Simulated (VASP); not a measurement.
Crystal: Au.

```
CELL_PARAMETERS angstrom
0.00000 2.04124 2.04124
2.04124 0.00000 2.04124
2.04124 2.04124 0.00000
ATOMIC_POSITIONS crystal
Au 0.00000 0.00000 0.00000
```

Base run:

- Program: VASP 6.6.1
- Functional: PBE
- Potentials or basis: VASP PAW PBE potentials, release 64 (Au)
- Cutoff: 500 eV
- k mesh: 13 × 13 × 13
- Occupations: fermi-dirac, width 0.05 eV
- Spin: no spin polarisation

Its results: pressure 8.4 GPa.

Problem. After a change of settings the same cell gave: pressure -0.6 GPa. Which change was it?
A. functional from PBE to LDA; potentials or basis from VASP PAW PBE potentials, release 64 (Au) to VASP PAW LDA potentials, release 64 (Au)
B. functional from PBE to PBEsol; cutoff from 500 eV to 520 eV; further incar settings from ALGO = Normal; EDIFF = 1e-06; NBANDS = 12 to ALGO = Normal; EDIFF = 1e-07; NBANDS = 12
C. functional from PBE to r2SCAN; cutoff from 500 eV to 520 eV

Solution. B.

Caveats: the PAW data sets were made with another functional, which shifts forces and pressure a little (some runs).
